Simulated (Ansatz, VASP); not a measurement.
**Sn: VASP beside Ansatz**

```xyz
7
Lattice="5.5600 0.0000 0.0000 0.0000 5.5600 0.0000 0.0000 0.0000 5.5600" Properties=species:S:1:pos:R:3 pbc="T T T"
Sn    2.7800    2.7800    0.0000
Sn    0.0000    2.7800    2.7800
Sn    2.7800    0.0000    2.7800
Sn    2.7800    2.7800    2.7800
Sn    2.7800    0.0000    0.0000
Sn    0.0000    2.7800    0.0000
Sn    0.0000    0.0000    2.7800
```

Alike in both runs: task relaxation of cell and atoms; functional PBE; k mesh 4 × 4 × 4; occupations gaussian, width 0.1 eV; no spin polarisation.

|  | VASP | Ansatz |
| --- | --- | --- |
| version | VASP 6.6.1 | Ansatz 0.2.0 |
| potentials or method | VASP PAW PBE potentials, release 64 (Sn_d), cutoff 600 eV | scalar-relativistic, plane waves, PAW |
| valence electrons in the cell | 98 | 98 |

VASP gave:

| Quantity | Value |
| --- | --- |
| gap on the k mesh at the Fermi level, each at its own relaxed structure (eV) | none |
| relaxed volume (Å³/atom) | 32.41 |
| relaxed cell length with the largest relative difference (Å) | 6.099 |

**Question.** What did Ansatz give for the same quantities?

**Answer.** gap on the k mesh at the Fermi level, each at its own relaxed structure (eV): none; relaxed volume (Å³/atom): 32.56; relaxed cell length with the largest relative difference (Å): 6.108.

A gap of «none» marks a metal or a gap that the smearing closes.

Noted on VASP's run: the volume moved by over 15 % at a fixed basis, so the end points are rough.
